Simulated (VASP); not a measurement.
# BaTa3O2 (P6/mmm) in VASP: a series of runs, part 2 of 2

VASP 6.6.1. Earlier steps stand in the parts before.

## Step 3: Single point, PBE

This run uses another cell than the first one, of 16.40 Å³/atom.

Input file INCAR:

```
SYSTEM = BaTa3O2
ALGO = Normal
EDIFF = 1E-7
ENCUT = 520
GGA = PE
ISIF = 2
ISMEAR = 0
LASPH = .TRUE.
LCHARG = .FALSE.
LREAL = .FALSE.
LWAVE = .FALSE.
NBANDS = 36
NELM = 60
PREC = Accurate
SIGMA = 0.1
```

Input file KPOINTS:

```
k-points
0
G
  12 12 10
  0 0 0
```

Input file POSCAR:

```
BaTa3O2
1.0
    5.5482585454      0.0000000000      0.0000000000
   -2.7741292727      4.8049328471      0.0000000000
    0.0000000000      0.0000000000      3.6919116502
Ba Ta O
1 3 2
Direct
    0.0000000000      0.0000000000      0.0000000000
    0.5000000000      0.0000000000      0.5000000000
    0.5000000000      0.5000000000      0.5000000000
    0.0000000000      0.5000000000      0.5000000000
    0.3333333333      0.6666666667      0.0000000000
    0.6666666667      0.3333333333      0.0000000000
```

Potentials or basis: VASP PAW PBE potentials, release 64 (Ba_sv, Ta_pv, O).

Run with:

```bash
cat potpaw_PBE.64/Ba_sv/POTCAR potpaw_PBE.64/Ta_pv/POTCAR potpaw_PBE.64/O/POTCAR > POTCAR
mpirun -np 1 vasp_std > vasp.out
```

OUTCAR:

```text
SYSTEM = BaTa3O2
   EDIFF = 1E-7
   ENCUT = 520
   GGA = PE
   ISIF = 2
   ISMEAR = 0
   LASPH = .TRUE.
   LREAL = .FALSE.
   NELM = 60
   PREC = Accurate

 ion  position               nearest neighbor table
   1  0.000  0.000  0.000-   5 3.20   6 3.20   6 3.20   5 3.20   6 3.20   5 3.20   2 3.33   2 3.33
                             2 3.33   2 3.33   4 3.33   4 3.33   4 3.33   3 3.33   3 3.33   4 3.33
   2  0.500  0.000  0.500-   5 2.44   6 2.44   5 2.44   6 2.44   3 2.77   4 2.77   3 2.77   4 2.77
                             1 3.33   1 3.33   1 3.33   1 3.33
   3  0.500  0.500  0.500-   5 2.44   6 2.44   5 2.44   6 2.44   4 2.77   4 2.77   2 2.77   2 2.77
                             1 3.33   1 3.33   1 3.33   1 3.33
   4  0.000  0.500  0.500-   5 2.44   6 2.44   5 2.44   6 2.44   3 2.77   3 2.77   2 2.77   2 2.77
                             1 3.33   1 3.33   1 3.33   1 3.33
   5  0.333  0.667  0.000-   4 2.44   4 2.44   2 2.44   2 2.44   3 2.44   3 2.44   1 3.20   1 3.20
                             1 3.20
   6  0.667  0.333  0.000-   4 2.44   4 2.44   2 2.44   2 2.44   3 2.44   3 2.44   1 3.20   1 3.20
                             1 3.20

  LATTYP: Found a hexagonal cell.
 ALAT       =     5.5482585454
 C/A-ratio  =     0.6654180983

  Lattice vectors:

 A1 = (   5.5482585454,   0.0000000000,   0.0000000000)
 A2 = (  -2.7741292727,   4.8049328471,   0.0000000000)
 A3 = (   0.0000000000,   0.0000000000,   3.6919116502)

Analysis of symmetry for initial positions (statically):
=====================================================================
 Subroutine PRICEL returns:
 Original cell was already a primitive cell.

 Routine SETGRP: Setting up the symmetry group for a
 hexagonal supercell.

 Subroutine GETGRP returns: Found 24 space group operations
 (whereof 24 operations were pure point group operations)
 out of a pool of 24 trial point group operations.

The static configuration has the point symmetry D_6h.

Analysis of symmetry for dynamics (positions and initial velocities):
=====================================================================
 Subroutine PRICEL returns:
 Original cell was already a primitive cell.

 Routine SETGRP: Setting up the symmetry group for a
 hexagonal supercell.

 Subroutine GETGRP returns: Found 24 space group operations
 (whereof 24 operations were pure point group operations)
 out of a pool of 24 trial point group operations.

The dynamic configuration has the point symmetry D_6h.

 Subroutine INISYM returns: Found 24 space group operations
 (whereof 24 operations are pure point group operations),
 and found     1 'primitive' translations

----------------------------------------------------------------------------------------

                                     Primitive cell

  volume of cell :      98.4227

  direct lattice vectors                    reciprocal lattice vectors
     5.548258545  0.000000000  0.000000000     0.180236734  0.104059727  0.000000000
    -2.774129273  4.804932847  0.000000000     0.000000000  0.208119454  0.000000000
     0.000000000  0.000000000  3.691911650     0.000000000  0.000000000  0.270862386

  length of vectors
     5.548258545  5.548258545  3.691911650     0.208119454  0.208119454  0.270862386

  position of ions in fractional coordinates (direct lattice)
     0.000000000  0.000000000  0.000000000
     0.500000000  0.000000000  0.500000000
[... 47 lines left out ...]
  0.416667 -0.000000  0.000000      6.000000
[... 16 lines left out ...]
  0.250000 -0.000000  0.100000     12.000000
  0.333333 -0.000000  0.100000     12.000000
 [... further k-points ...]
   k-points           NKPTS =    114   k-points in BZ     NKDIM =    114   number of bands    NBANDS=     36
   number of dos      NEDOS =    301   number of ions     NIONS =      6
   total plane-waves  NPLWV =  49392
   dimension x,y,z NGX =    42 NGY =   42 NGZ =   28
   dimension x,y,z NGXF=    84 NGYF=   84 NGZF=   56
   ions per type =               1   3   2
   NGX,Y,Z   is equivalent  to a cutoff of  12.58, 12.58, 12.61 a.u.
   NGXF,Y,Z  is equivalent  to a cutoff of  25.17, 25.17, 25.22 a.u.
 SYSTEM =  BaTa3O2
   PREC   = accura    normal or accurate (medium, high low for compatibility)
   ISTART =      0    job   : 0-new  1-cont  2-samecut
   ICHARG =      2    charge: 1-file 2-atom 10-const
   ISPIN  =      1    spin polarized calculation?
   LNONCOLLINEAR =      F non collinear calculations
   LSORBIT =      F    spin-orbit coupling
   LASPH  =      T    aspherical Exc in radial PAW
   ENCUT  =  520.0 eV  38.22 Ry    6.18 a.u.  10.32 10.32  6.86*2*pi/ulx,y,z
   NELM   =     60;   NELMIN=  2; NELMDL= -5     # of ELM steps
   EDIFF  = 0.1E-06   stopping-criterion for ELM
   LREAL  =      F    real-space projection
   EDIFFG = 0.1E-05   stopping-criterion for IOM
   NSW    =      0    number of steps for IOM
   IBRION =     -1    ionic relax: 0-MD 1-quasi-New 2-CG
   NFREE  =      0    steps in history (QN), initial steepest desc. (CG)
   ISIF   =      2    stress and relaxation
   ISYM   =      2    0-nonsym 1-usesym 2-fastsym
   POTIM  = 0.5000    time-step for ionic-motion
   TEBEG  =    0.0;   TEEND  =   0.0 temperature during run
   PSTRESS=    0.0 pullay stress
   NELECT =      55.0000    total number of electrons
   NUPDOWN=      -1.0000    fix difference up-down
   EMIN   =  10.00;   EMAX   =-10.00  energy-range for DOS
   EFERMI =   0.00;   METHOD = LEGACY
   ISMEAR =     0;   SIGMA  =   0.10  broadening in eV -4-tet -1-fermi 0-gaus
   EFERMI_NEDOS =   21; number of points for ismear=-14 and -15
   IALGO  =     38    algorithm
   IMIX   =      4    mixing-type and parameters
     AMIX     =   0.40;   BMIX     =  1.00
     AMIX_MAG =   1.60;   BMIX_MAG =  1.00
  volume/ion in A,a.u.               =      16.40       110.70
  Fermi-wavevector in a.u.,A,eV,Ry     =   1.348437  2.548176 24.739229  1.818282
  Thomas-Fermi vector in A             =   2.476106
   LORBIT       =      0    0 simple, 1 ext, 2 COOP (PROOUT), +10 PAW based schemes
   GGA     = PE    functional components
   LHFCALC =     F    Hartree Fock is set to
   AEXX    =    0.0000 exact exchange contribution
   IVDW    =     0    specifies the selected vdW correction
   LEPSILON=     F    determine dielectric tensor
   LRPA    =     F    only Hartree local field effects (RPA)
 non-spin polarized calculation
 Gauss-broadening in eV      SIGMA  =   0.10
  energy-cutoff  :      520.00
  volume of cell :       98.42
 maximum number of plane-waves:      2690
 NGX is ok and might be reduce to    42
   NGX = 21   NGY = 21   NGZ = 13

 number of electron      54.9999984 magnetization

 Free energy of the ion-electron system (eV)
  ---------------------------------------------------
  ext. energy  EPLUGINS =         0.00000000
  ---------------------------------------------------
  free energy    TOTEN  =       -47.60915399 eV

  energy without entropy =      -47.58359445  energy(sigma->0) =      -47.59637422

 E-fermi :   6.0877     XC(G=0): -11.7680

 val. band max:        6.0849108765   @ k =   0.4167   0.1667   0.0000
 cond. band min:       6.0882734075   @ k =   0.2500   0.1667   0.4000
 fundamental gap:      0.0033625309
 Fermi energy:         6.0876594532

 k-point     1 :       0.0000    0.0000    0.0000
  band No.  band energies     occupation
      1     -29.6418      2.00000
      2     -29.1401      2.00000
      3     -28.9520      2.00000
      4     -28.9520      2.00000
      5     -28.9506      2.00000
      6     -28.9506      2.00000
[... 925 lines left out ...]
     35       9.1931      0.00000
     36       9.2504      0.00000

 [... further k-points ...]

------------------------ aborting loop because EDIFF is reached ----------------------------------------

  FORCE on cell =-STRESS in cart. coord.  units (eV):
  Direction    XX          YY          ZZ          XY          YZ          ZX
  --------------------------------------------------------------------------------------
  -------------------------------------------------------------------------------------
  Total        0.6878437      0.6878437      0.5355259      0.0000000     -0.0000000      0.0000000
  in kB       11.1970870     11.1970870      8.7175757      0.0000000     -0.0000000      0.0000000
  external PRESSURE =      10.3705832 kB  Pullay stress =       0.0000000 kB

 VOLUME and BASIS-vectors are now :
 -----------------------------------------------------------------------------
  energy-cutoff  :      520.00
  volume of cell :       98.42
      direct lattice vectors                 reciprocal lattice vectors
     5.548258545  0.000000000  0.000000000     0.180236734  0.104059727  0.000000000
    -2.774129273  4.804932847  0.000000000     0.000000000  0.208119454  0.000000000
     0.000000000  0.000000000  3.691911650     0.000000000  0.000000000  0.270862386

 POSITION                                       TOTAL-FORCE (eV/Angst)
 -----------------------------------------------------------------------------------
      0.00000      0.00000      0.00000        -0.000000      0.000000      0.000000
      2.77413      0.00000      1.84596        -0.000000      0.000000      0.000000
      1.38706      2.40247      1.84596        -0.000000      0.000000      0.000000
     -1.38706      2.40247      1.84596        -0.000000      0.000000      0.000000
     -0.00000      3.20329      0.00000         0.000000     -0.000000      0.000000
      2.77413      1.60164      0.00000        -0.000000      0.000000      0.000000
 -----------------------------------------------------------------------------------
    total drift:                               -0.000000      0.000000      0.000000

  FREE ENERGIE OF THE ION-ELECTRON SYSTEM (eV)
  ---------------------------------------------------
  free  energy   TOTEN  =       -47.6091539873 eV

  energy  without entropy=      -47.5835944484  energy(sigma->0) =      -47.59637422
```

OSZICAR:

```text
N       E                     dE             d eps       ncg     rms          rms(c)
DAV:   1     0.512566794010E+03    0.51257E+03   -0.29778E+04  8216   0.153E+03
DAV:   2    -0.172246009964E+02   -0.52979E+03   -0.51590E+03  9296   0.430E+02
DAV:   3    -0.510099964484E+02   -0.33785E+02   -0.33103E+02 10612   0.986E+01
DAV:   4    -0.519782249054E+02   -0.96823E+00   -0.96091E+00 11512   0.152E+01
DAV:   5    -0.519996150998E+02   -0.21390E-01   -0.21358E-01 10828   0.181E+00    0.245E+01
DAV:   6    -0.482148558359E+02    0.37848E+01   -0.25753E+01  9960   0.213E+01    0.121E+01
DAV:   7    -0.476917916386E+02    0.52306E+00   -0.34519E+00 10568   0.835E+00    0.662E+00
DAV:   8    -0.476084044304E+02    0.83387E-01   -0.41828E-01 10040   0.336E+00    0.150E+00
DAV:   9    -0.476098316698E+02   -0.14272E-02   -0.46809E-02 10484   0.950E-01    0.532E-01
DAV:  10    -0.476098818708E+02   -0.50201E-04   -0.16914E-02 10248   0.594E-01    0.213E-01
DAV:  11    -0.476091312077E+02    0.75066E-03   -0.38588E-03 10628   0.259E-01    0.407E-02
DAV:  12    -0.476091544016E+02   -0.23194E-04   -0.23180E-04  9744   0.677E-02    0.176E-02
DAV:  13    -0.476091547954E+02   -0.39379E-06   -0.85181E-06 11428   0.143E-02    0.404E-03
DAV:  14    -0.476091542978E+02    0.49762E-06   -0.19535E-06  9172   0.591E-03    0.186E-03
DAV:  15    -0.476091539693E+02    0.32849E-06   -0.28744E-07  7596   0.253E-03    0.260E-04
DAV:  16    -0.476091539873E+02   -0.18023E-07   -0.16248E-08  5412   0.673E-04
   1 F= -.47609154E+02 E0= -.47596374E+02  d E =-.255595E-01
```

Wall time 6 min (1 thread of Intel Xeon Platinum 8375C at 2.90GHz (Ice Lake), shared host); peak memory 0.48 GiB.

What came out:

| Quantity | Value |
| --- | --- |
| Free energy | -47.6092 eV |
| Pressure | 1.0 GPa |
| Band gap on the k mesh | zero (an odd number of electrons rules out a gap without spin polarisation) |

Levels at points of the mesh, in eV from the Fermi level:
```
           k point  band 23  band 24  band 25  band 26  band 27  band 28  band 29  band 30  band 31  band 32
(0.00, 0.00, 0.00)    -3.78    -2.54    -2.54    -1.40    -1.40    -0.72     1.20     1.20     2.77     3.14
(0.50, 0.00, 0.00)    -2.22    -1.22    -0.70    -0.29    -0.19    -0.16    -0.07     0.07     0.54     0.89
(0.00, 0.00, 0.50)    -2.91    -2.07    -1.40    -0.02     0.19     0.19     0.49     0.49     1.83     1.89
(0.50, 0.00, 0.50)    -2.08    -1.52    -0.83    -0.13    -0.09    -0.05     0.07     0.58     0.68     0.94
```

Caveat: spin-orbit coupling is left out, which moves the levels of the heavy elements; an odd number of electrons without spin polarisation forces a metal; a magnetic or distorted state may lie lower.
